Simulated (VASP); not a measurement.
A run of VASP 6.6.1:

POSCAR

```
CaO
1.0
    0.0000000000      2.3975501103      2.4960894198
    2.3975501103      0.0000000000      2.4960894198
    2.3975501103      2.3975501103      0.0000000000
Ca O
1 1
Direct
    0.0000000000      0.0000000000      0.0000000000
    0.5000000000      0.5000000000      0.5000000000
```

File INCAR.step1:

```
SYSTEM = CaO
PREC     = Accurate       ! precision mode
ENCUT    = 520            ! plane-wave cutoff, eV
ISMEAR   = 0              ! smearing method
SIGMA    = 0.01           ! smearing width, eV
LREAL    = .FALSE.        ! projectors in reciprocal space
LASPH    = .TRUE.         ! aspherical terms in the spheres
NELM     = 80             ! most SCF steps
NBANDS   = 15             ! bands
GGA      = PE             ! functional
ALGO     = Normal         ! electronic algorithm
EDIFF    = 1E-4           ! SCF threshold, eV
LWAVE    = .TRUE.         ! write WAVECAR
LCHARG   = .FALSE.        ! write CHGCAR
```

The input INCAR.step2:

```
SYSTEM = CaO
PREC     = Accurate       ! precision mode
ENCUT    = 520            ! plane-wave cutoff, eV
EDIFF    = 1E-7           ! SCF threshold, eV
ISMEAR   = 0              ! smearing method
SIGMA    = 0.01           ! smearing width, eV
LREAL    = .FALSE.        ! projectors in reciprocal space
LASPH    = .TRUE.         ! aspherical terms in the spheres
NELM     = 80             ! most SCF steps
ALGO     = Normal         ! electronic algorithm
ISIF     = 2              ! what is computed and relaxed
LWAVE    = .FALSE.        ! write WAVECAR
LCHARG   = .TRUE.         ! write CHGCAR
METAGGA  = R2SCAN         ! meta-GGA
LMIXTAU  = .TRUE.       
LELF     = .TRUE.         ! ELF
LVHAR    = .TRUE.       
NBANDS   = 15             ! bands
ISTART   = 1
```

Contents of KPOINTS:

```
Automatic mesh
0
G
  10 10 10
  0 0 0
```

Potentials or basis: VASP PAW PBE potentials, release 64 (Ca_sv, O).

Launch:

```sh
$ cat potpaw_PBE.64/Ca_sv/POTCAR potpaw_PBE.64/O/POTCAR > POTCAR
$ cp INCAR.step1 INCAR
$ mpirun -np 1 vasp_std > vasp.out
$ cp INCAR.step2 INCAR
$ mpirun -np 1 vasp_std > vasp.out
```

Hardware: 1 thread of AMD EPYC 7R13 Processor (Zen 3) (shared host).

Q: Estimate the wall time of this run.

A: Wall time 3.5 min on 1 thread of AMD EPYC 7R13 Processor (Zen 3), with other jobs on the host, peak memory 0.17 GiB. Counts: k points 102.
